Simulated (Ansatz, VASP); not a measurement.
# ZrBr in VASP and in Ansatz

Contents of INCAR:

```
ALGO     = Normal         # electronic algorithm
EDIFF    = 1E-7           # SCF threshold, eV
ENCUT    = 520            # plane-wave cutoff, eV
ISIF     = 2              # what is computed and relaxed
ISMEAR   = 0              # smearing method
LASPH    = T              # aspherical terms in the spheres
LCHARG   = F              # write CHGCAR
LREAL    = F              # projectors in reciprocal space
LWAVE    = F              # write WAVECAR
NBANDS   = 27             # bands
NELM     = 100            # most SCF steps
PREC     = Accurate       # precision mode
SIGMA    = 0.15           # smearing width, eV
```

KPOINTS

```
k-points
0
Gamma
  15 15 15
```

POSCAR

```
ZrBr
1.0
    1.7515513874      1.0112586650      9.3570000000
   -1.7515513874      1.0112586650      9.3570000000
    0.0000000000     -2.0225173300      9.3570000000
Zr Br
2 2
Direct
    0.2092000000      0.2092000000      0.2092000000
    0.7908000000      0.7908000000      0.7908000000
    0.3917000000      0.3917000000      0.3917000000
    0.6083000000      0.6083000000      0.6083000000
```

Input for Ansatz:

```yaml
crystal:
  lattice:
    - [1.7515513874, 1.011258665, 9.357]
    - [-1.7515513874, 1.011258665, 9.357]
    - [0.0, -2.02251733, 9.357]
  atoms:
    - { symbol: Zr, position: [0.2092, 0.2092, 0.2092] }
    - { symbol: Zr, position: [0.7908, 0.7908, 0.7908] }
    - { symbol: Br, position: [0.3917, 0.3917, 0.3917] }
    - { symbol: Br, position: [0.6083, 0.6083, 0.6083] }
basis:
  ecutwfc: 420
kpoints:
  mp_grid: { grid: [15, 15, 15] }
hamiltonian:
  xc: lda
scf:
  occupations: { method: gaussian, width: 0.15 }
output:
  forces: true
  stress: true
  eigenvalues: true
  write_density: true
  write_potential: true
  elf: true
  volumetric_format: npy
```

Alike in both runs: task single point; functional LDA; k mesh 15 × 15 × 15; occupations gaussian, width 0.15 eV; no spin polarisation.

|  | VASP | Ansatz |
| --- | --- | --- |
| version | VASP 6.6.1 | Ansatz 0.2.0 |
| potentials or method | VASP PAW LDA potentials, release 64 (Zr_sv, Br), cutoff 520 eV | scalar-relativistic, plane waves, PAW |
| valence electrons in the cell | 38 | 38 |

|  | VASP | Ansatz | Ansatz less VASP |
| --- | --- | --- | --- |
| gap on the k mesh at the Fermi level (eV) | none | none | - |
| pressure (GPa) | -3.1 | -3.3 | -0.14 |
| traceless stress, the component that is largest in VASP (GPa) | 0.11 | 0.08 | -0.025 |
| rms of the force components (eV/Å) | 0.167 | 0.168 | +0.0011 |

LDA's correlation is that of Perdew and Zunger in VASP and of Perdew and Wang (1992) in Ansatz. Atom by atom the forces differ by 0.008 eV/Å (rms over components). A gap of «none» marks a metal or a gap that the smearing closes.
